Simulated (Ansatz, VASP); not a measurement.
## NaI in VASP and in Ansatz

Contents of INCAR:

```
ALGO = Normal
EDIFF = 1E-6
ENCUT = 520
GGA = PE
ISIF = 2
ISMEAR = -1
LASPH = True
LCHARG = False
LREAL = False
LWAVE = False
NBANDS = 14
NELM = 80
PREC = Accurate
SIGMA = 0.02
```

Contents of KPOINTS:

```
k-points
0
Gamma
  6 6 6
```

File POSCAR:

```
NaI
1.0
    3.9823528068     -0.0581837261     -0.0581837261
   -0.0581837261      3.9823528068     -0.0581837261
   -0.0581837261     -0.0581837261      3.9823528068
Na I
1 1
Direct
    0.0000000000      0.0000000000      0.0000000000
    0.5000000000      0.5000000000      0.5000000000
```

Input for Ansatz:

```yaml
crystal:
  lattice:
    - [3.9823528068, -0.0581837261, -0.0581837261]
    - [-0.0581837261, 3.9823528068, -0.0581837261]
    - [-0.0581837261, -0.0581837261, 3.9823528068]
  atoms:
    - { symbol: Na, position: [0.0, 0.0, 0.0] }
    - { symbol: I, position: [0.5, 0.5, 0.5] }
kpoints:
  mp_grid: { grid: [6, 6, 6] }
  band_path:
    path: [[0.0, 0.0, 0.0], [0.0, 0.5, 0.0], [0.5, 0.5, 0.0], [0.5, 0.5, 0.5]]
    npoints: 1
hamiltonian:
  xc: pbe
scf:
  occupations: { method: fermi_dirac, width: 0.02 }
  n_extra_bands: 4
output:
  forces: true
  stress: true
  eigenvalues: true
```

Change from the starting cell: shear_111 strain -4.3%.

Alike in both runs: task single point; functional PBE; k mesh 6 × 6 × 6; occupations fermi-dirac, width 0.02 eV; no spin polarisation.

```csv
,VASP,Ansatz
version,VASP 6.6.1,Ansatz 0.2.0
potentials or method,"VASP PAW PBE potentials, release 64 (Na_pv, I)","plane waves, PAW"
plane-wave cutoff (eV),520,420
valence electrons in the cell,14,26
```

```tsv
	VASP	Ansatz	Ansatz less VASP
gap on the k mesh at the Fermi level (eV)	2.38	2.38	+0.003
pressure (GPa)	1.2	1.2	-0.01
```

VASP's potentials hold 14 valence electrons a cell and Ansatz's 26, so a difference there can come from the potentials and not from the codes.

Spin-orbit coupling is off throughout.
